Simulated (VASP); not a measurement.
A run of VASP 6.6.1 is set up as follows.

Contents of POSCAR:

```
Si
1.0
    2.7154700000     -2.7154700000      0.0000000000
    2.7154700000      0.0000000000     -2.7154700000
    7.1629908076      7.1629908076      7.1629908076
Si
6
Direct
    0.6666666667      0.6666666667      0.4106633967
    1.0000000000      0.0000000000      0.1579319075
    0.3333333333      0.3333333333      0.6633948858
    0.6666666667      0.6666666667      0.6002120135
    1.0000000000      1.0000000000      0.3474805244
    0.3333333333      0.3333333333      0.0947490353
```

The input INCAR.step1:

```
  PREC = Accurate
  ENCUT = 520
  ISMEAR = 0
  SIGMA = 0.05
  LREAL = F
  LASPH = T
  NELM = 100
  NBANDS = 21
  GGA = PE
  ALGO = Normal
  EDIFF = 1E-4
  LWAVE = T
  LCHARG = F
```

File INCAR.step2:

```
  PREC = Accurate
  ENCUT = 520
  EDIFF = 1E-7
  ISMEAR = 0
  SIGMA = 0.05
  LREAL = F
  LASPH = T
  NELM = 100
  ALGO = Normal
  ISIF = 2
  LWAVE = F
  LCHARG = T
  METAGGA = R2SCAN
  LMIXTAU = T
  LELF = T
  LVHAR = T
  NBANDS = 21
  ISTART = 1
```

The input KPOINTS:

```
regular mesh
0
Gamma
  8 8 3
```

Potentials or basis: VASP PAW PBE potentials, release 64 (Si).

Launch:

```sh
$ cat potpaw_PBE.64/Si/POTCAR > POTCAR
$ cp INCAR.step1 INCAR
$ mpirun -np 1 vasp_std > vasp.out
$ cp INCAR.step2 INCAR
$ mpirun -np 1 vasp_std > vasp.out
```

Task: Predict the largest force.

Result: 0.905 eV/Å.

Task: Predict the pressure.

Result: -0.5 GPa.

Task: Estimate the band gap on the k mesh.

Result: Zero (bands 12 and 13 overlap by 0.03 eV).

Stress tensor (GPa, compression positive):
```
-0.49  0.23  0.23
 0.23 -0.49  0.23
 0.23  0.23 -0.49
```

Caveat: the cell differs from its parent crystal (the distance across one plane changed); semilocal functionals underestimate gaps, and a narrow one can read as zero; the PAW data sets were made with another functional, which shifts forces and pressure a little.
